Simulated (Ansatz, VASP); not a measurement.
## Two plane-wave programs on Sb

```
Sb
1.0
    -1.87134    1.87134    1.87134
     1.87134   -1.87134    1.87134
     1.87134    1.87134   -1.87134
Sb
1
Direct
  0.00000 0.00000 0.00000
```

Alike in both runs: task single point; functional PBE; k mesh 10 × 10 × 10; occupations gaussian, width 0.026 eV; no spin polarisation.

```csv
,VASP,Ansatz
version,VASP 6.6.1,Ansatz 0.2.0
potentials or method,"VASP PAW PBE potentials, release 64 (Sb)",Ansatz PAW
plane-wave cutoff (eV),520,420
valence electrons in the cell,5,15
```

VASP gave:

- gap on the k mesh at the Fermi level (eV): none
- pressure (GPa): 3.0

Estimate Ansatz's values.

gap on the k mesh at the Fermi level (eV): none; pressure (GPa): 3.1.

A gap of «none» marks a metal or a gap that the smearing closes. The functional is the same, so the differences come from potentials, cutoffs and numerics. VASP's potentials hold 5 valence electrons a cell and Ansatz's 15, so a difference there can come from the potentials and not from the codes.

Neither program's run includes spin-orbit coupling.
